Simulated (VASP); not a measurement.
Wanted: the native input for a VASP 6.6.1 run.

| Property | Result |
| --- | --- |
| Task | single point |
| Functional | r2SCAN |
| Potentials or basis | VASP PAW PBE potentials, release 64 (Mg, S) |
| Cutoff | 520 eV |
| k mesh | 8 × 8 × 8 |
| Occupations | gaussian, width 0.01 eV |
| Spin | no spin polarisation |
| Dipole correction | no |
| Further INCAR settings | ALGO = Normal; EDIFF = 1e-07; NBANDS = 11 |

MgS:

```
Mg S
1.0
     0.00000    2.99648    2.56447
     2.99648    0.00000    2.56447
     2.99648    2.99648    0.00000
Mg S
1 1
Direct
  0.00000 0.00000 0.00000
  0.25000 0.25000 0.25000
```

This cell differs from its parent crystal: epitaxial xy strain +5.8%.

These files were run (other wordings do the same):

POSCAR

```
MgS
1.0
    0.0000000000      2.9964831363      2.5644749933
    2.9964831363      0.0000000000      2.5644749933
    2.9964831363      2.9964831363      0.0000000000
Mg S
1 1
Direct
    0.0000000000      0.0000000000      0.0000000000
    0.2500000000      0.2500000000      0.2500000000
```

INCAR.step1

```
PREC = Accurate
ENCUT = 520
ISMEAR = 0
SIGMA = 0.01
LREAL = F
LASPH = T
NELM = 80
NBANDS = 11
GGA = PE
ALGO = Normal
EDIFF = 1E-4
LWAVE = T
LCHARG = F
```

INCAR.step2

```
PREC = Accurate
ENCUT = 520
EDIFF = 1E-7
ISMEAR = 0
SIGMA = 0.01
LREAL = F
LASPH = T
NELM = 80
ALGO = Normal
ISIF = 2
LWAVE = F
LCHARG = T
METAGGA = R2SCAN
LMIXTAU = T
LELF = T
LVHAR = T
NBANDS = 11
ISTART = 1
```

KPOINTS

```
Automatic mesh
0
Gamma
  8 8 8
```

Potentials or basis: VASP PAW PBE potentials, release 64 (Mg, S).

Run with:

```sh
$ cat potpaw_PBE.64/Mg/POTCAR potpaw_PBE.64/S/POTCAR > POTCAR
$ cp INCAR.step1 INCAR
$ mpirun -np 1 vasp_std > vasp.out
$ cp INCAR.step2 INCAR
$ mpirun -np 1 vasp_std > vasp.out
```

Results of the run:

The pressure is -1.8 GPa and the band gap on the k mesh is 3.76 eV.

Caveat: the cell differs from its parent crystal (epitaxial xy strain +5.8%); the PAW data sets were made with another functional, which shifts forces and pressure a little.

It took 95 s on 1 thread of Intel(R) Xeon(R) Platinum 8488C (Sapphire Rapids), with other jobs on the host, peak memory 0.19 GiB.
